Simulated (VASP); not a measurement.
# TiO2 (Pbcn) in VASP: further runs

Aim: see how the results for TiO2 move with the level of theory and the settings. Levels: PBE+U, PBE+D3(BJ), PBE. Tasks: single point.

All numbers are computed with VASP 6.6.1; they aren't measurements. Logs are shortened: lines on timing, memory, paths and dates and some standing lists are left out, and cuts for length are marked.

## Step 1: The cell of the first run

The structure is orthorhombic, space group Pbcn (No. 60). Conventional cell: a = 4.545 Å, b = 5.520 Å, c = 4.909 Å, α = 90.00°, β = 90.00°, γ = 90.00°. Ti (site symmetry 2) has 6 O at 1.88 to 2.09 Å within 2.5 Å. O (site symmetry 1) has 3 Ti at 1.88 to 2.09 Å within 2.5 Å.

## Step 2: Single point, PBE+U

Input file INCAR:

```
SYSTEM = TiO2
PREC = Accurate
ENCUT = 520
EDIFF = 1E-6
ISMEAR = -1
SIGMA = 0.05
LREAL = .FALSE.
LASPH = .TRUE.
NELM = 150
ALGO = Normal
ISIF = 2
LWAVE = .FALSE.
LCHARG = .TRUE.
LMAXMIX = 4
LDAU = .TRUE.
LDAUTYPE = 2
LDAUL = 2 -1
LDAUU = 5 0
LDAUJ = 0 0
LDAUPRINT = 1
GGA = PE
LELF = .TRUE.
LVHAR = .TRUE.
NBANDS = 60
```

Input file KPOINTS:

```
Automatic mesh
0
G
  6 5 6
  0 0 0
```

Input file POSCAR:

```
TiO2
1.0
    4.5453495500      0.0000000000      0.0000000000
    0.0000000000      5.5196194400      0.0000000000
    0.0000000000      0.0000000000      4.9091968600
Ti O
4 8
Direct
    0.0000000000      0.1729909300      0.7500000000
    0.5000000000      0.3270090700      0.2500000000
    0.0000000000      0.8270090700      0.2500000000
    0.5000000000      0.6729909300      0.7500000000
    0.2714506200      0.3817246400      0.9186490800
    0.7714506200      0.1182753600      0.0813509200
    0.2285493800      0.1182753600      0.4186490800
    0.7285493800      0.3817246400      0.5813509200
    0.2714506200      0.6182753600      0.4186490800
    0.7714506200      0.8817246400      0.5813509200
    0.2285493800      0.8817246400      0.9186490800
    0.7285493800      0.6182753600      0.0813509200
```

Potentials or basis: VASP PAW PBE potentials, release 64 (Ti_sv, O).

Launch:

```bash
> cat potpaw_PBE.64/Ti_sv/POTCAR potpaw_PBE.64/O/POTCAR > POTCAR
> mpirun -np 1 vasp_std > vasp.out
```

OUTCAR:

```text
SYSTEM = TiO2
   PREC = Accurate
   ENCUT = 520
   EDIFF = 1E-6
   ISMEAR = -1
   LREAL = .FALSE.
   LASPH = .TRUE.
   NELM = 150
   ISIF = 2
   GGA = PE

 ion  position               nearest neighbor table
   1  0.000  0.173  0.750-   5 1.88   8 1.88   7 1.95   6 1.95  10 2.09  11 2.09
   2  0.500  0.327  0.250-   6 1.88   7 1.88   5 1.95   8 1.95   9 2.09  12 2.09
   3  0.000  0.827  0.250-   9 1.88  12 1.88  11 1.95  10 1.95   6 2.09   7 2.09
   4  0.500  0.673  0.750-  10 1.88  11 1.88   9 1.95  12 1.95   5 2.09   8 2.09
   5  0.271  0.382  0.919-   1 1.88   2 1.95   4 2.09
   6  0.771  0.118  0.081-   2 1.88   1 1.95   3 2.09
   7  0.229  0.118  0.419-   2 1.88   1 1.95   3 2.09
   8  0.729  0.382  0.581-   1 1.88   2 1.95   4 2.09
   9  0.271  0.618  0.419-   3 1.88   4 1.95   2 2.09
  10  0.771  0.882  0.581-   4 1.88   3 1.95   1 2.09
  11  0.229  0.882  0.919-   4 1.88   3 1.95   1 2.09
  12  0.729  0.618  0.081-   3 1.88   4 1.95   2 2.09

  LATTYP: Found a simple orthorhombic cell.
 ALAT       =     4.5453495500
 B/A-ratio  =     1.0800482572
 C/A-ratio  =     1.2143443269

  Lattice vectors:

 A1 = (  -4.5453495500,   0.0000000000,   0.0000000000)
 A2 = (   0.0000000000,   0.0000000000,   4.9091968600)
 A3 = (   0.0000000000,   5.5196194400,   0.0000000000)

Analysis of symmetry for initial positions (statically):
=====================================================================
 Subroutine PRICEL returns:
 Original cell was already a primitive cell.

 Routine SETGRP: Setting up the symmetry group for a
 simple orthorhombic supercell.

 Subroutine GETGRP returns: Found  8 space group operations
 (whereof  2 operations were pure point group operations)
 out of a pool of  8 trial point group operations.

The static configuration has the point symmetry S_2 .
 The point group associated with its full space group is D_2h.

Analysis of symmetry for dynamics (positions and initial velocities):
[... 171 lines left out ...]
 NGX is ok and might be reduce to    36
   NGX = 17   NGY = 21   NGZ = 19

atom =   1  type =  1  l = 2

 onsite density matrix

spin component  1
[... 116 lines left out ...]
  o =  0.0880  v =  0.5654  0.8248 -0.0000 -0.0000  0.0000  0.0000  0.0000  0.0000  0.0000  0.0000      0.0000  0.0000  0.0000  0.0000  0.0000  0.0000  0.0000  0.0000  0.0000  0.0000
  o =  0.0880  v =  0.0000  0.0000  0.0000  0.0000  0.0000  0.5654  0.8248 -0.0000 -0.0000  0.0000      0.0000  0.0000  0.0000  0.0000  0.0000  0.0000  0.0000  0.0000  0.0000  0.0000
  o =  0.0924  v =  0.0000 -0.0000  0.8220 -0.5489  0.1516  0.0000  0.0000  0.0000  0.0000  0.0000      0.0000  0.0000  0.0000  0.0000  0.0000  0.0000  0.0000  0.0000  0.0000  0.0000
  o =  0.0924  v =  0.0000  0.0000  0.0000  0.0000  0.0000  0.0000 -0.0000  0.8220 -0.5489  0.1516      0.0000  0.0000  0.0000  0.0000  0.0000  0.0000  0.0000  0.0000  0.0000  0.0000
  o =  0.1097  v =  0.0000  0.0000  0.0000  0.0000  0.0000  0.0000 -0.0000 -0.2267 -0.0714  0.9713      0.0000  0.0000  0.0000  0.0000  0.0000  0.0000  0.0000  0.0000  0.0000  0.0000
  o =  0.1097  v =  0.0000 -0.0000 -0.2267 -0.0714  0.9713  0.0000  0.0000  0.0000  0.0000  0.0000      0.0000  0.0000  0.0000  0.0000  0.0000  0.0000  0.0000  0.0000  0.0000  0.0000
  o =  0.2452  v = -0.8248  0.5654 -0.0000 -0.0000  0.0000  0.0000  0.0000  0.0000  0.0000  0.0000      0.0000  0.0000  0.0000  0.0000  0.0000  0.0000  0.0000  0.0000  0.0000  0.0000
  o =  0.2452  v =  0.0000  0.0000  0.0000  0.0000  0.0000 -0.8248  0.5654 -0.0000 -0.0000  0.0000      0.0000  0.0000  0.0000  0.0000  0.0000  0.0000  0.0000  0.0000  0.0000  0.0000
  o =  0.2565  v =  0.0000  0.0000  0.5223  0.8328  0.1831  0.0000  0.0000  0.0000  0.0000  0.0000      0.0000  0.0000  0.0000  0.0000  0.0000  0.0000  0.0000  0.0000  0.0000  0.0000
  o =  0.2565  v =  0.0000  0.0000  0.0000  0.0000  0.0000  0.0000  0.0000  0.5223  0.8328  0.1831      0.0000  0.0000  0.0000  0.0000  0.0000  0.0000  0.0000  0.0000  0.0000  0.0000

 number of electron      96.0000013 magnetization

 Free energy of the ion-electron system (eV)
  ---------------------------------------------------
  ext. energy  EPLUGINS =         0.00000000
  ---------------------------------------------------
  free energy    TOTEN  =       -93.93196054 eV

  energy without entropy =      -93.93196054  energy(sigma->0) =      -93.93196054

 E-fermi :   6.0273     XC(G=0): -11.5388

 val. band max:        4.9940355358   @ k =   0.0000   0.0000   0.0000
 cond. band min:       8.2048120750   @ k =   0.0000   0.0000   0.5000
 fundamental gap:      3.2107765392
 Fermi energy:         6.0273022490

 k-point     1 :       0.0000    0.0000    0.0000
  band No.  band energies     occupation
      1     -52.7324      2.00000
      2     -52.7122      2.00000
      3     -52.7045      2.00000
      4     -52.6993      2.00000
      5     -29.0827      2.00000
      6     -29.0228      2.00000
[... 1501 lines left out ...]
     59       9.6126      0.00000
     60       9.6126      0.00000

 [... further k-points ...]
[... 5 lines left out ...]
  --------------------------------------------------------------------------------------
  -------------------------------------------------------------------------------------
  Total       11.7698730      9.7960785     12.1981549      0.0000000      0.0000000     -0.0000000
  in kB      153.1071555    127.4312575    158.6784155      0.0000000      0.0000000     -0.0000000
  external PRESSURE =     146.4056095 kB  Pullay stress =       0.0000000 kB

 VOLUME and BASIS-vectors are now :
 -----------------------------------------------------------------------------
  energy-cutoff  :      520.00
  volume of cell :      123.16
      direct lattice vectors                 reciprocal lattice vectors
     4.545349550  0.000000000  0.000000000     0.220005082  0.000000000  0.000000000
     0.000000000  5.519619440  0.000000000     0.000000000  0.181171911  0.000000000
     0.000000000  0.000000000  4.909196860     0.000000000  0.000000000  0.203699307

 POSITION                                       TOTAL-FORCE (eV/Angst)
 -----------------------------------------------------------------------------------
      0.00000      0.95484      3.68190        -0.000000     -0.678527      0.000000
      2.27267      1.80497      1.22730        -0.000000      0.678527      0.000000
      0.00000      4.56478      1.22730         0.000000      0.678527      0.000000
      2.27267      3.71465      3.68190         0.000000     -0.678527      0.000000
      1.23384      2.10697      4.50983         0.144251      0.472489      0.029297
      3.50651      0.65283      0.39937         0.144251     -0.472489     -0.029297
      1.03884      0.65283      2.05523        -0.144251     -0.472489      0.029297
      3.31151      2.10697      2.85397        -0.144251      0.472489     -0.029297
      1.23384      3.41264      2.05523         0.144251     -0.472489      0.029297
      3.50651      4.86678      2.85397         0.144251      0.472489     -0.029297
      1.03884      4.86678      4.50983        -0.144251      0.472489      0.029297
      3.31151      3.41264      0.39937        -0.144251     -0.472489     -0.029297
 -----------------------------------------------------------------------------------
    total drift:                                0.000000      0.000000      0.000000

  FREE ENERGIE OF THE ION-ELECTRON SYSTEM (eV)
  ---------------------------------------------------
  free  energy   TOTEN  =       -93.9319605366 eV

  energy  without entropy=      -93.9319605365  energy(sigma->0) =      -93.93196054
```

OSZICAR:

```text
N       E                     dE             d eps       ncg     rms          rms(c)
DAV:   1     0.156175553397E+04    0.15618E+04   -0.47371E+04  5760   0.192E+03
DAV:   2     0.196474618382E+03   -0.13653E+04   -0.12938E+04  5812   0.602E+02
DAV:   3    -0.109655019151E+03   -0.30613E+03   -0.29713E+03  7276   0.249E+02
DAV:   4    -0.132086598652E+03   -0.22432E+02   -0.22375E+02  8440   0.727E+01
DAV:   5    -0.133370661671E+03   -0.12841E+01   -0.12834E+01  8840   0.142E+01    0.451E+01
DAV:   6    -0.930590415680E+02    0.40312E+02   -0.20104E+02  8268   0.101E+02    0.147E+01
DAV:   7    -0.938663636091E+02   -0.80732E+00   -0.20010E+01  8076   0.213E+01    0.935E+00
DAV:   8    -0.939326877842E+02   -0.66324E-01   -0.32871E+00  7584   0.116E+01    0.323E+00
DAV:   9    -0.939098080234E+02    0.22880E-01   -0.90517E-01  7556   0.708E+00    0.196E+00
DAV:  10    -0.939428688013E+02   -0.33061E-01   -0.37764E-01  8196   0.317E+00    0.804E-01
DAV:  11    -0.939318385413E+02    0.11030E-01   -0.69988E-02  7204   0.150E+00    0.148E-01
DAV:  12    -0.939322364929E+02   -0.39795E-03   -0.32472E-03  7444   0.367E-01    0.117E-01
DAV:  13    -0.939319608437E+02    0.27565E-03   -0.10699E-03  7836   0.200E-01    0.335E-02
DAV:  14    -0.939319625251E+02   -0.16814E-05   -0.38784E-05  7492   0.394E-02    0.203E-02
DAV:  15    -0.939319601575E+02    0.23676E-05   -0.13152E-05  6688   0.294E-02    0.179E-03
DAV:  16    -0.939319605366E+02   -0.37912E-06   -0.14527E-06  3696   0.603E-03
   1 F= -.93931961E+02 E0= -.93931961E+02  d E =-.104577E-09
```

It took 7 min on 1 thread of Intel Xeon Platinum 8488C (Sapphire Rapids), shared host; peak memory 0.39 GiB.

Results:

```yaml
Free_energy: -93.9320 eV
Pressure: 14.6 GPa
Largest_force: 0.679 eV/Å
Band_gap_on_the_k_mesh: 3.21 eV, indirect (least direct gap 3.30 eV)
```

Forces on the atoms (eV/Å):
```
Ti   0.000 -0.679  0.000
Ti   0.000  0.679  0.000
Ti   0.000  0.679  0.000
Ti   0.000 -0.679  0.000
O    0.144  0.472  0.029
O    0.144 -0.472 -0.029
O   -0.144 -0.472  0.029
O   -0.144  0.472 -0.029
O    0.144 -0.472  0.029
O    0.144  0.472 -0.029
O   -0.144  0.472  0.029
O   -0.144 -0.472 -0.029
```

Stress tensor (GPa, compression positive):
```
15.31  0.00  0.00
 0.00 12.74  0.00
 0.00  0.00 15.87
```

Eigenvalues of the final occupation matrices:
```tsv
site	spin	trace	eigenvalues
site 1 d	1	0.79	0.09 0.09 0.11 0.25 0.26
site 1 d	2	0.79	0.09 0.09 0.11 0.25 0.26
site 2 d	1	0.79	0.09 0.09 0.11 0.25 0.26
site 2 d	2	0.79	0.09 0.09 0.11 0.25 0.26
site 3 d	1	0.79	0.09 0.09 0.11 0.25 0.26
site 3 d	2	0.79	0.09 0.09 0.11 0.25 0.26
site 4 d	1	0.79	0.09 0.09 0.11 0.25 0.26
site 4 d	2	0.79	0.09 0.09 0.11 0.25 0.26
```

## Step 3: Single point, PBE+D3(BJ)

Input file INCAR:

```
SYSTEM = TiO2
  PREC = Accurate
  ENCUT = 520
  EDIFF = 1E-7
  ISMEAR = -1
  SIGMA = 0.05
  LREAL = .FALSE.
  LASPH = .TRUE.
  NELM = 100
  ALGO = Normal
  ISIF = 2
  LWAVE = .FALSE.
  LCHARG = .TRUE.
  GGA = PE
  IVDW = 12
  LELF = .TRUE.
  LVHAR = .TRUE.
  NBANDS = 60
```

Input file KPOINTS:

```
regular mesh
0
G
  6 5 6
  0 0 0
```

Input file POSCAR:

```
TiO2
1.0
    4.5525085323      0.0000000000      0.0000000000
    0.0000000000      5.5289932387      0.0000000000
    0.0000000000      0.0000000000      4.8981582652
Ti O
4 8
Direct
    0.0000000000      0.1768802663      0.7500000000
    0.5000000000      0.3231197337      0.2500000000
    0.0000000000      0.8231197337      0.2500000000
    0.5000000000      0.6768802663      0.7500000000
    0.2704520566      0.3821810454      0.9194124727
    0.7704520566      0.1178189546      0.0805875273
    0.2295479434      0.1178189546      0.4194124727
    0.7295479434      0.3821810454      0.5805875273
    0.2704520566      0.6178189546      0.4194124727
    0.7704520566      0.8821810454      0.5805875273
    0.2295479434      0.8821810454      0.9194124727
    0.7295479434      0.6178189546      0.0805875273
```

Potentials or basis: VASP PAW PBE potentials, release 64 (Ti_sv, O).

Launch:

```bash
> cat potpaw_PBE.64/Ti_sv/POTCAR potpaw_PBE.64/O/POTCAR > POTCAR
> mpirun -np 1 vasp_std > vasp.out
```

OUTCAR:

```text
SYSTEM = TiO2
   PREC = Accurate
   ENCUT = 520
   EDIFF = 1E-7
   ISMEAR = -1
   LREAL = .FALSE.
   LASPH = .TRUE.
   NELM = 100
   ISIF = 2
   GGA = PE
   IVDW = 12
 IVDW          = 12

 ion  position               nearest neighbor table
   1  0.000  0.177  0.750-   5 1.87   8 1.87   7 1.95   6 1.95  10 2.11  11 2.11
   2  0.500  0.323  0.250-   6 1.87   7 1.87   5 1.95   8 1.95   9 2.11  12 2.11
   3  0.000  0.823  0.250-   9 1.87  12 1.87  11 1.95  10 1.95   6 2.11   7 2.11
   4  0.500  0.677  0.750-  10 1.87  11 1.87   9 1.95  12 1.95   5 2.11   8 2.11
   5  0.270  0.382  0.919-   1 1.87   2 1.95   4 2.11
[... 1751 lines left out ...]
 -----------------------------------------------------------------------------
  energy-cutoff  :      520.00
  volume of cell :      123.29
      direct lattice vectors                 reciprocal lattice vectors
     4.552508532  0.000000000  0.000000000     0.219659116  0.000000000  0.000000000
     0.000000000  5.528993239  0.000000000     0.000000000  0.180864754  0.000000000
     0.000000000  0.000000000  4.898158265     0.000000000  0.000000000  0.204158368

 POSITION                                       TOTAL-FORCE (eV/Angst)
 -----------------------------------------------------------------------------------
      0.00000      0.97797      3.67362        -0.000000     -0.038659     -0.000000
      2.27625      1.78653      1.22454        -0.000000      0.038659     -0.000000
      0.00000      4.55102      1.22454        -0.000000      0.038659     -0.000000
      2.27625      3.74247      3.67362        -0.000000     -0.038659     -0.000000
      1.23124      2.11308      4.50343         0.012954      0.031517     -0.000763
      3.50749      0.65142      0.39473         0.012954     -0.031517      0.000763
      1.04502      0.65142      2.05435        -0.012954     -0.031517     -0.000763
      3.32127      2.11308      2.84381        -0.012954      0.031517      0.000763
      1.23124      3.41592      2.05435         0.012954     -0.031517     -0.000763
      3.50749      4.87757      2.84381         0.012954      0.031517      0.000763
      1.04502      4.87757      4.50343        -0.012954      0.031517     -0.000763
      3.32127      3.41592      0.39473        -0.012954     -0.031517      0.000763
 -----------------------------------------------------------------------------------
    total drift:                                0.000000      0.000000     -0.000000

  FREE ENERGIE OF THE ION-ELECTRON SYSTEM (eV)
  ---------------------------------------------------
  free  energy   TOTEN  =      -110.3881455668 eV

  energy  without entropy=     -110.3881455667  energy(sigma->0) =     -110.38814557
```

stdout:

```text
POSCAR found type information on POSCAR TiO
 POSCAR found :  2 types and      12 ions
 scaLAPACK will be used
 LDA part: xc-table for (Slater+PW92), standard interpolation
 POSCAR, INCAR and KPOINTS ok, starting setup
 FFT: planning ... GRIDC
 FFT: planning ... GRID_SOFT
 FFT: planning ... GRID
 WAVECAR not read
 entering main loop
```

Wall time 2.7 min (1 thread of Intel Xeon 6975P-C (Granite Rapids), shared host); peak memory 0.39 GiB.

Results:

| Item | Value |
| --- | --- |
| Free energy | -110.3881 eV |
| Pressure | 0.7 GPa |
| Largest force | 0.039 eV/Å |
| Band gap on the k mesh | 2.64 eV, indirect (least direct gap 2.70 eV) |
| Dispersion energy per atom | -0.252 eV |

Forces on the atoms (eV/Å):
```
Ti   0.000 -0.039  0.000
Ti   0.000  0.039  0.000
Ti   0.000  0.039  0.000
Ti   0.000 -0.039  0.000
O    0.013  0.032 -0.001
O    0.013 -0.032  0.001
O   -0.013 -0.032 -0.001
O   -0.013  0.032  0.001
O    0.013 -0.032 -0.001
O    0.013  0.032  0.001
O   -0.013  0.032 -0.001
O   -0.013 -0.032  0.001
```

Stress tensor (GPa, compression positive):
```
0.77 0.00 0.00
0.00 0.65 0.00
0.00 0.00 0.82
```

Levels at points of the mesh, in eV from the valence-band top:
```
           k point  band 44  band 45  band 46  band 47  band 48  band 49  band 50  band 51  band 52  band 53
(0.00, 0.00, 0.00)    -0.56    -0.49    -0.43    -0.03     0.00     2.70     2.70     2.83     2.87     2.89
(0.50, 0.00, 0.00)    -1.27    -0.50    -0.50    -0.24    -0.24     3.16     3.16     3.27     3.27     3.59
(0.00, 0.00, 0.50)    -1.05    -0.41    -0.41    -0.29    -0.29     2.64     2.64     3.07     3.07     3.58
(0.50, 0.00, 0.50)    -1.26    -0.50    -0.50    -0.50    -0.50     3.00     3.00     3.00     3.00     3.58
```

A k mesh can miss the band edges. A hybrid or GW would open this gap; PBE tends to underestimate it.

## Step 4: Single point, PBE

Input file INCAR:

```
PREC = Accurate ; ENCUT = 520
EDIFF = 1E-6 ; ISMEAR = -1
SIGMA = 0.05 ; LREAL = False
LASPH = True ; NELM = 80
ALGO = Normal ; ISIF = 2
LWAVE = False ; LCHARG = False
GGA = PE ; NBANDS = 60
```

Input file KPOINTS:

```
Automatic mesh
0
Gamma
  2 2 2
```

Input file POSCAR:

```
TiO2
1.0
    4.5453495500      0.0000000000      0.0000000000
    0.0000000000      5.5196194400      0.0000000000
    0.0000000000      0.0000000000      4.9091968600
Ti O
4 8
Direct
    0.0000000000      0.1729909300      0.7500000000
    0.5000000000      0.3270090700      0.2500000000
    0.0000000000      0.8270090700      0.2500000000
    0.5000000000      0.6729909300      0.7500000000
    0.2714506200      0.3817246400      0.9186490800
    0.7714506200      0.1182753600      0.0813509200
    0.2285493800      0.1182753600      0.4186490800
    0.7285493800      0.3817246400      0.5813509200
    0.2714506200      0.6182753600      0.4186490800
    0.7714506200      0.8817246400      0.5813509200
    0.2285493800      0.8817246400      0.9186490800
    0.7285493800      0.6182753600      0.0813509200
```

Launch:

```bash
> cat potpaw_PBE.64/Ti_sv/POTCAR potpaw_PBE.64/O/POTCAR > POTCAR
> mpirun -np 1 vasp_std > vasp.out
```

Wall time 67 s (1 thread of Oxide Virtual Turin-like, shared host); peak memory 0.21 GiB.

It converged, with:

```
Free energy            : -107.3166 eV
Pressure               : 4.9 GPa
Largest force          : 0.145 eV/Å
Band gap on the k mesh : 2.59 eV, indirect (least direct gap 2.64 eV)
```

Forces in eV/Å, atoms in the order of the input:
```
Ti   0.000  0.145  0.000
Ti   0.000 -0.145  0.000
Ti   0.000 -0.145  0.000
Ti   0.000  0.145  0.000
O   -0.037 -0.028 -0.011
O   -0.037  0.028  0.011
O    0.037  0.028 -0.011
O    0.037 -0.028  0.011
O   -0.037  0.028 -0.011
O   -0.037 -0.028  0.011
O    0.037 -0.028 -0.011
O    0.037  0.028  0.011
```

Stress tensor (GPa, compression positive):
```
4.84 0.00 0.00
0.00 5.23 0.00
0.00 0.00 4.71
```

Levels at points of the mesh, in eV from the valence-band top:
```
           k point  band 44  band 45  band 46  band 47  band 48  band 49  band 50  band 51  band 52  band 53
(0.00, 0.00, 0.00)    -0.55    -0.54    -0.43    -0.03     0.00     2.64     2.65     2.78     2.80     2.81
(0.50, 0.00, 0.00)    -1.29    -0.50    -0.50    -0.26    -0.26     3.07     3.07     3.21     3.21     3.53
(0.00, 0.50, 0.00)    -1.33    -1.21    -1.21    -0.15    -0.15     2.75     2.75     3.19     3.19     3.27
(0.50, 0.50, 0.00)    -1.05    -0.55    -0.55    -0.37    -0.37     2.93     2.93     2.94     2.94     3.19
(0.00, 0.00, 0.50)    -1.05    -0.45    -0.45    -0.31    -0.31     2.59     2.59     3.00     3.00     3.49
(0.50, 0.00, 0.50)    -1.28    -0.50    -0.50    -0.50    -0.50     2.95     2.95     2.95     2.95     3.51
(0.00, 0.50, 0.50)    -1.70    -0.45    -0.45    -0.45    -0.45     2.88     2.88     2.88     2.88     3.67
(0.50, 0.50, 0.50)    -1.29    -0.81    -0.81    -0.81    -0.81     2.96     2.96     2.96     2.96     3.44
```

Caveat: the k points lie up to 0.69 Å⁻¹ apart. A k mesh can miss the band edges.

## Step 5: Overview

```csv
level,U,cell,k mesh,gap on the mesh (eV),pressure (GPa),largest force (eV/Å)
PBE+U,Ti d U = 5.0 eV,"a = 4.545, b = 5.520, c = 4.909 Å, 12 atoms",6 × 5 × 6,3.21,14.6,0.68
PBE+D3(BJ),-,"a = 4.553, b = 5.529, c = 4.898 Å, 12 atoms",6 × 5 × 6,2.64,0.7,0.04
PBE,-,"a = 4.545, b = 5.520, c = 4.909 Å, 12 atoms",2 × 2 × 2,2.59,4.9,0.15
```

Alike in all rows: task single point; potentials or basis VASP PAW PBE potentials, release 64 (Ti_sv, O); no spin polarisation; cutoff (eV) 520; smearing fermi-dirac 0.05 eV.

Caveats: some runs use coarse meshes.

Absolute energies hang on the potentials; compare differences alone.
